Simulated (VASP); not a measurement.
Input of a VASP 6.6.1 run:

Contents of INCAR:

```
SYSTEM = C
PREC = Accurate ; ENCUT = 520
EDIFF = 1E-7 ; ISMEAR = -1
SIGMA = 0.05 ; LREAL = .FALSE.
LASPH = .TRUE. ; NELM = 60
ALGO = Normal ; ISIF = 2
LWAVE = .FALSE. ; LCHARG = .TRUE.
GGA = PE ; LELF = .TRUE.
LVHAR = .TRUE. ; NBANDS = 11
```

File KPOINTS:

```
regular mesh
0
G
  10 10 10
  0 0 0
```

The input POSCAR:

```
C
1.0
    0.0000000000      1.7752809512      1.7752809512
    1.7752809512      0.0000000000      1.7752809512
    1.7752809512      1.7752809512      0.0000000000
C
2
Direct
    0.0000000000      0.0000000000      0.0000000000
    0.2500000000      0.2500000000      0.2500000000
```

Potentials or basis: VASP PAW PBE potentials, release 64 (C).

The run is started by

```sh
$ cat potpaw_PBE.64/C/POTCAR > POTCAR
$ mpirun -np 1 vasp_std > vasp.out
```

Estimate the pressure.

8.7 GPa.

Estimate the band gap on the k mesh.

4.20 eV, indirect (least direct gap 5.63 eV).

A k mesh can miss the band edges. Expect the measured gap to be larger: semilocal functionals such as PBE lack the derivative discontinuity.
